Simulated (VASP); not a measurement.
# ZrSe2 (P-3m1) in VASP: single point with HSE06

Aim: the single point of ZrSe2 with HSE06.

Everything below comes from runs of VASP 6.6.1. Logs are shortened: lines on timing, memory, paths and dates and some standing lists are left out, and cuts for length are marked.

**Experimental background.**

“Stress-Tuned Optical Transitions in Layered 1T-MX2 (M= Hf, Zr, Sn; X= S, Se) Crystals”, 2022, arxiv:2210.12074 quotes, for a bulk crystal of ZrSe2: band gap 1.2 eV (indirect).

The runs below are set against these values where they give the same quantity.

### 1 The cell of the first run

Symmetry: P-3m1, No. 164, trigonal system. The conventional cell has a = 3.809 Å, b = 3.809 Å, c = 6.401 Å, α = 90.00°, β = 90.00°, γ = 120.00°. Zr (site symmetry -3m) has 6 Se at 2.70 Å within 3.6 Å. Se (site symmetry 3m) has 3 Zr at 2.70 Å within 3.6 Å.

### 2 Single point, HSE06

POSCAR

```
ZrSe2
1.0
    3.8091785400      0.0000000000      0.0000000000
   -1.9045892700      3.2988453800      0.0000000000
    0.0000000000      0.0000000000      6.4013938500
Zr Se
1 2
Direct
    0.0000000000      0.0000000000      0.0000000000
    0.3333333300      0.6666666700      0.2439474200
    0.6666666700      0.3333333300      0.7560525800
```

INCAR.step1

```
PREC = Accurate
ENCUT = 400
EDIFF = 1E-5
ISMEAR = -1
SIGMA = 0.02
LREAL = False
LASPH = True
NELM = 120
ALGO = Normal
ISIF = 2
LWAVE = True
NBANDS = 19
GGA = PE
GGA_COMPAT = False
KPAR = 4
```

INCAR.step2

```
PREC = Accurate
ENCUT = 400
EDIFF = 1E-6
ISMEAR = -1
SIGMA = 0.02
LREAL = False
LASPH = True
NELM = 120
ALGO = Normal
ISIF = 2
LWAVE = False
LCHARG = True
GGA = PE
LHFCALC = True
HFSCREEN = 0.2079
PRECFOCK = Normal
LVHAR = True
NBANDS = 19
ISTART = 1
GGA_COMPAT = False
KPAR = 4
```

KPOINTS

```
Automatic mesh
0
Gamma
  6 6 4
```

Potentials or basis: VASP PAW PBE potentials, release 64 (Zr_sv, Se).

Command:

```
cat potpaw_PBE.64/Zr_sv/POTCAR potpaw_PBE.64/Se/POTCAR > POTCAR
cp INCAR.step1 INCAR
mpirun -np 4 vasp_std > vasp.out
cp INCAR.step2 INCAR
mpirun -np 4 vasp_std > vasp.out
```

OUTCAR:

```text
PREC = Accurate
   ENCUT = 400
   EDIFF = 1E-6
   ISMEAR = -1
   LREAL = False
   LASPH = True
   NELM = 120
   ISIF = 2
   GGA = PE
   LHFCALC = True
   HFSCREEN = 0.2079
   PRECFOCK = Normal
   ISTART = 1

 ion  position               nearest neighbor table
   1  0.000  0.000  0.000-   2 2.70   3 2.70   2 2.70   3 2.70   3 2.70   2 2.70
   2  0.333  0.667  0.244-   1 2.70   1 2.70   1 2.70
   3  0.667  0.333  0.756-   1 2.70   1 2.70   1 2.70

  LATTYP: Found a hexagonal cell.
 ALAT       =     3.8091785400
 C/A-ratio  =     1.6805181965

  Lattice vectors:

 A1 = (   3.8091785400,   0.0000000000,   0.0000000000)
 A2 = (  -1.9045892700,   3.2988453800,   0.0000000000)
 A3 = (   0.0000000000,   0.0000000000,   6.4013938500)

Analysis of symmetry for initial positions (statically):
=====================================================================
 Subroutine PRICEL returns:
 Original cell was already a primitive cell.

 Routine SETGRP: Setting up the symmetry group for a
 hexagonal supercell.

 Subroutine GETGRP returns: Found 12 space group operations
 (whereof 12 operations were pure point group operations)
 out of a pool of 24 trial point group operations.

The static configuration has the point symmetry D_3d.

Analysis of symmetry for dynamics (positions and initial velocities):
=====================================================================
 Subroutine PRICEL returns:
 Original cell was already a primitive cell.

 Routine SETGRP: Setting up the symmetry group for a
 hexagonal supercell.

 Subroutine GETGRP returns: Found 12 space group operations
 (whereof 12 operations were pure point group operations)
 out of a pool of 24 trial point group operations.

The dynamic configuration has the point symmetry D_3d.

 Subroutine INISYM returns: Found 12 space group operations
 (whereof 12 operations are pure point group operations),
 and found     1 'primitive' translations

----------------------------------------------------------------------------------------

                                     Primitive cell

  volume of cell :      80.4392

  direct lattice vectors                    reciprocal lattice vectors
     3.809178540  0.000000000  0.000000000     0.262523793  0.151568183  0.000000000
    -1.904589270  3.298845380  0.000000000     0.000000000  0.303136366  0.000000000
     0.000000000  0.000000000  6.401393850     0.000000000  0.000000000  0.156215978

  length of vectors
     3.809178540  3.809178537  6.401393850     0.303136366  0.303136366  0.156215978

  position of ions in fractional coordinates (direct lattice)
     0.000000000  0.000000000  0.000000000
     0.333333330  0.666666670  0.243947420
     0.666666670  0.333333330  0.756052580

  ion indices of the primitive-cell ions
   primitive index   ion index
                 1           1
                 2           2
                 3           3

----------------------------------------------------------------------------------------

 KPOINTS: Automatic mesh

Automatic generation of k-mesh.
 Grid dimensions read from file:
 generate k-points for:    6    6    4

 Generating k-lattice:

  Cartesian coordinates                     Fractional coordinates (reciprocal lattice)
     0.043753966  0.025261364  0.000000000     0.166666667  0.000000000  0.000000000
     0.000000000  0.050522728  0.000000000     0.000000000  0.166666667  0.000000000
     0.000000000  0.000000000  0.039053994     0.000000000  0.000000000  0.250000000

  Length of vectors
     0.050522728  0.050522728  0.039053994

  Shift w.r.t. Gamma in fractional coordinates (k-lattice)
     0.000000000  0.000000000  0.000000000

 Subroutine IBZKPT returns following result:
 ===========================================

 Found     24 irreducible k-points:

 Following reciprocal coordinates:
            Coordinates               Weight
  0.000000  0.000000  0.000000      1.000000
  0.166667 -0.000000  0.000000      6.000000
  0.333333 -0.000000  0.000000      6.000000
  0.500000  0.000000  0.000000      3.000000
  0.166667  0.166667  0.000000      6.000000
  0.333333  0.166667  0.000000     12.000000
[... 16 lines left out ...]
  0.333333  0.166667  0.500000     12.000000
  0.333333  0.333333  0.500000      2.000000
   k-points           NKPTS =     24   k-points in BZ     NKDIM =    144   number of bands    NBANDS=     19
   number of dos      NEDOS =    301   number of ions     NIONS =      3
   total plane-waves  NPLWV =  32928
   dimension x,y,z NGX =    28 NGY =   28 NGZ =   42
   dimension x,y,z NGXF=    56 NGYF=   56 NGZF=   84
   ions per type =               1   2
   NGX,Y,Z   is equivalent  to a cutoff of  12.22, 12.22, 10.91 a.u.
   NGXF,Y,Z  is equivalent  to a cutoff of  24.44, 24.44, 21.82 a.u.
 SYSTEM =  unknown system
   PREC   = accura    normal or accurate (medium, high low for compatibility)
   ISTART =      1    job   : 0-new  1-cont  2-samecut
   ICHARG =      0    charge: 1-file 2-atom 10-const
   ISPIN  =      1    spin polarized calculation?
   LNONCOLLINEAR =      F non collinear calculations
   LSORBIT =      F    spin-orbit coupling
   LASPH  =      T    aspherical Exc in radial PAW
   ENCUT  =  400.0 eV  29.40 Ry    5.42 a.u.   6.21  6.21 10.44*2*pi/ulx,y,z
   NELM   =    120;   NELMIN=  2; NELMDL=  0     # of ELM steps
   EDIFF  = 0.1E-05   stopping-criterion for ELM
   LREAL  =      F    real-space projection
   EDIFFG = 0.1E-04   stopping-criterion for IOM
   NSW    =      0    number of steps for IOM
   IBRION =     -1    ionic relax: 0-MD 1-quasi-New 2-CG
   NFREE  =      0    steps in history (QN), initial steepest desc. (CG)
   ISIF   =      2    stress and relaxation
   ISYM   =      3    0-nonsym 1-usesym 2-fastsym
   POTIM  = 0.5000    time-step for ionic-motion
   TEBEG  =    0.0;   TEEND  =   0.0 temperature during run
   PSTRESS=    0.0 pullay stress
   NELECT =      24.0000    total number of electrons
   NUPDOWN=      -1.0000    fix difference up-down
   EMIN   =  10.00;   EMAX   =-10.00  energy-range for DOS
   EFERMI =   0.00;   METHOD = LEGACY
   ISMEAR =    -1;   SIGMA  =   0.02  broadening in eV -4-tet -1-fermi 0-gaus
   EFERMI_NEDOS =   21; number of points for ismear=-14 and -15
   IALGO  =     38    algorithm
   IMIX   =      1    mixing-type and parameters
     AMIX     =   0.40;   BMIX     =  1.00
     AMIX_MAG =   1.60;   BMIX_MAG =  1.00
  volume/ion in A,a.u.               =      26.81       180.94
  Fermi-wavevector in a.u.,A,eV,Ry     =   1.093929  2.067227 16.281841  1.196682
  Thomas-Fermi vector in A             =   2.230224
   LORBIT       =      0    0 simple, 1 ext, 2 COOP (PROOUT), +10 PAW based schemes
   GGA     = PE    functional components
   LHFCALC =     T    Hartree Fock is set to
   PRECFOCK=normal    Normal, Fast or Accurate (Low or Medium for compatibility)
   ENCUT4O =  -1.0   cutoff for four orbital integrals eV
   NKREDX  =     1    reduce k-point grid by
   NKREDY  =     1    reduce k-point grid by
   NKREDZ  =     1    reduce k-point grid by
   AEXX    =    0.2500 exact exchange contribution
   HFSCREEN=    0.2079 screening length (either q_TF or 0.3 A-1)
   HFSCREENC=   0.2079 screening length for correlation (either q_TF or 0.3 A-1)
   ENCUTFOCK=  -1.0 apply spherical cutoff to Coloumb kernel
   IVDW    =     0    specifies the selected vdW correction
   LEPSILON=     F    determine dielectric tensor
   LRPA    =     F    only Hartree local field effects (RPA)
 non-spin polarized calculation
  energy-cutoff  :      400.00
  volume of cell :       80.44
 maximum number of plane-waves:      1472
 NGX is ok and might be reduce to    28
  NGX = 20; NGY = 20; NGZ = 32

 number of electron      24.0000002 magnetization

 Free energy of the ion-electron system (eV)
  ---------------------------------------------------
  ext. energy  EPLUGINS =         0.00000000
  ---------------------------------------------------
  free energy    TOTEN  =       -23.34671217 eV

  energy without entropy =      -23.34671217  energy(sigma->0) =      -23.34671217

 E-fermi :   3.7553     XC(G=0):  -7.6839

 val. band max:        3.3373066611   @ k =   0.0000   0.0000   0.0000
 cond. band min:       4.4565116963   @ k =   0.5000   0.0000   0.5000
 fundamental gap:      1.1192050352
 Fermi energy:         3.7553249591

 k-point     1 :       0.0000    0.0000    0.0000
  band No.  band energies     occupation
      1     -49.6613      2.00000
      2     -26.3039      2.00000
      3     -26.1735      2.00000
      4     -26.1735      2.00000
      5     -10.9877      2.00000
      6      -9.6953      2.00000
[... 11 lines left out ...]
     18       8.9355      0.00000
     19       9.3072      0.00000

 k-point     2 :       0.1667   -0.0000    0.0000
  band No.  band energies     occupation
      1     -49.6580      2.00000
      2     -26.2922      2.00000
      3     -26.2272      2.00000
      4     -26.1853      2.00000
      5     -10.7226      2.00000
      6      -9.7138      2.00000
[... 11 lines left out ...]
     18      10.2616      0.00000
     19      11.0208      0.00000

 k-point     3 :       0.3333   -0.0000    0.0000
  band No.  band energies     occupation
      1     -49.6512      2.00000
      2     -26.3336      2.00000
      3     -26.2680      2.00000
      4     -26.2086      2.00000
      5     -10.1562      2.00000
      6      -9.7251      2.00000
[... 11 lines left out ...]
     18      10.8551      0.00000
     19      11.4969      0.00000

 k-point     4 :       0.5000    0.0000    0.0000
  band No.  band energies     occupation
      1     -49.6478      2.00000
      2     -26.3855      2.00000
      3     -26.2562      2.00000
      4     -26.2201      2.00000
      5      -9.9409      2.00000
      6      -9.6166      2.00000
[... 11 lines left out ...]
     18      10.0432      0.00000
     19      11.3747      0.00000

 k-point     5 :       0.1667    0.1667    0.0000
  band No.  band energies     occupation
      1     -49.6529      2.00000
      2     -26.2966      2.00000
      3     -26.2748      2.00000
      4     -26.2130      2.00000
      5     -10.2929      2.00000
      6      -9.7376      2.00000
[... 11 lines left out ...]
     18      11.7930      0.00000
     19      12.5678      0.00000

 k-point     6 :       0.3333    0.1667    0.0000
  band No.  band energies     occupation
      1     -49.6478      2.00000
      2     -26.3577      2.00000
      3     -26.2575      2.00000
      4     -26.2476      2.00000
      5      -9.8703      2.00000
      6      -9.6926      2.00000
[... 11 lines left out ...]
     18      11.1847      0.00000
     19      11.7724      0.00000

 k-point     7 :       0.3333    0.3333    0.0000
  band No.  band energies     occupation
      1     -49.6461      2.00000
      2     -26.3191      2.00000
      3     -26.3191      2.00000
      4     -26.2513      2.00000
      5      -9.6969      2.00000
      6      -9.6969      2.00000
[... 11 lines left out ...]
     18      10.8658      0.00000
     19      13.2713      0.00000

 k-point     8 :       0.0000    0.0000    0.2500
  band No.  band energies     occupation
      1     -49.6613      2.00000
      2     -26.3039      2.00000
      3     -26.1736      2.00000
      4     -26.1736      2.00000
      5     -10.8987      2.00000
      6      -9.8314      2.00000
[... 256 lines left out ...]
 k-point    20 :       0.3333   -0.0000    0.5000
  band No.  band energies     occupation
      1     -49.6512      2.00000
      2     -26.3335      2.00000
      3     -26.2679      2.00000
      4     -26.2087      2.00000
      5     -10.0794      2.00000
      6      -9.8061      2.00000
[... 11 lines left out ...]
     18      10.2404      0.00000
     19      10.9280      0.00000

 k-point    21 :       0.5000    0.0000    0.5000
  band No.  band energies     occupation
      1     -49.6478      2.00000
      2     -26.3853      2.00000
      3     -26.2561      2.00000
      4     -26.2202      2.00000
      5     -10.0126      2.00000
      6      -9.5284      2.00000
[... 11 lines left out ...]
     18       9.6712      0.00000
     19      10.5419      0.00000

 k-point    22 :       0.1667    0.1667    0.5000
  band No.  band energies     occupation
      1     -49.6529      2.00000
      2     -26.2965      2.00000
      3     -26.2747      2.00000
      4     -26.2130      2.00000
      5     -10.1265      2.00000
      6      -9.9229      2.00000
[... 11 lines left out ...]
     18      11.8191      0.00000
     19      12.2390      0.00000

 k-point    23 :       0.3333    0.1667    0.5000
  band No.  band energies     occupation
      1     -49.6478      2.00000
      2     -26.3576      2.00000
      3     -26.2574      2.00000
      4     -26.2476      2.00000
      5      -9.9063      2.00000
      6      -9.6514      2.00000
[... 11 lines left out ...]
     18      10.6005      0.00000
     19      11.2782      0.00000

 k-point    24 :       0.3333    0.3333    0.5000
  band No.  band energies     occupation
      1     -49.6462      2.00000
      2     -26.3191      2.00000
      3     -26.3191      2.00000
      4     -26.2512      2.00000
      5      -9.6984      2.00000
      6      -9.6984      2.00000
[... 11 lines left out ...]
     18      11.8262      0.00000
     19      11.8262      0.00000

------------------------ aborting loop because EDIFF is reached ----------------------------------------

  FORCE on cell =-STRESS in cart. coord.  units (eV):
  Direction    XX          YY          ZZ          XY          YZ          ZX
  --------------------------------------------------------------------------------------
  -------------------------------------------------------------------------------------
  Total       -0.4124182     -0.4124182     -0.1208767     -0.0000000      0.0000000     -0.0000000
  in kB       -8.2144896     -8.2144896     -2.4076055     -0.0000000      0.0000000     -0.0000000
  external PRESSURE =      -6.2788615 kB  Pullay stress =       0.0000000 kB

 VOLUME and BASIS-vectors are now :
 -----------------------------------------------------------------------------
  energy-cutoff  :      400.00
  volume of cell :       80.44
      direct lattice vectors                 reciprocal lattice vectors
     3.809178540  0.000000000  0.000000000     0.262523793  0.151568183  0.000000000
    -1.904589270  3.298845380  0.000000000     0.000000000  0.303136366  0.000000000
     0.000000000  0.000000000  6.401393850     0.000000000  0.000000000  0.156215978

 POSITION                                       TOTAL-FORCE (eV/Angst)
 -----------------------------------------------------------------------------------
      0.00000      0.00000      0.00000        -0.000000      0.000000      0.000000
     -0.00000      2.19923      1.56160         0.000000      0.000000     -0.123584
      1.90459      1.09962      4.83979        -0.000000     -0.000000      0.123584
 -----------------------------------------------------------------------------------
    total drift:                                0.000000      0.000000      0.000001

  FREE ENERGIE OF THE ION-ELECTRON SYSTEM (eV)
  ---------------------------------------------------
  free  energy   TOTEN  =       -23.3467121717 eV

  energy  without entropy=      -23.3467121717  energy(sigma->0) =      -23.34671217
```

It took 11 min on 4 MPI ranks of Intel Xeon 6975P-C (Granite Rapids), shared host; peak memory 0.28 GiB.

What came out:

```yaml
Free_energy: -23.3467 eV
Pressure: -0.6 GPa
Largest_force: 0.124 eV/Å
Band_gap_on_the_k_mesh: 1.12 eV (least direct gap 1.88 eV)
```

Forces in eV/Å, atoms in the order of the input:
```
Zr   0.000  0.000  0.000
Se   0.000  0.000 -0.124
Se   0.000  0.000  0.124
```

Stress tensor (GPa, compression positive):
```
-0.82  0.00  0.00
 0.00 -0.82  0.00
 0.00  0.00 -0.24
```

Levels at points of the mesh, in eV from the valence-band top:
```csv
k point,band 10,band 11,band 12,band 13,band 14,band 15
"(0.00, 0.00, 0.00)",-0.13,0.00,0.00,1.88,1.88,2.46
"(0.50, 0.00, 0.00)",-2.70,-2.16,-1.39,1.30,3.52,3.89
"(0.00, 0.00, 0.50)",-2.00,-0.12,-0.12,1.86,1.86,2.85
"(0.50, 0.00, 0.50)",-2.70,-1.16,-1.16,1.12,3.51,3.88
```

Caveat: the PAW data sets were made with another functional, which shifts forces and pressure a little; this functional lacks dispersion, which binds layers or chains, so the pressure and a relaxed spacing across them are unreliable.

### 3 Comparison with measurements

Step 2. A measured gap of ZrSe2 is 1.2 eV (indirect; quoted in “Stress-Tuned Optical Transitions in Layered 1T-MX2 (M= Hf, Zr, Sn; X= S, Se) Crystals”, 2022, arxiv:2210.12074); the calculated 1.12 eV misses it by -0.08 eV. Spin-orbit coupling on Se, Zr is left out. The value is that of HSE06 on a finite k mesh, which can miss the band edges, without temperature or zero-point motion.
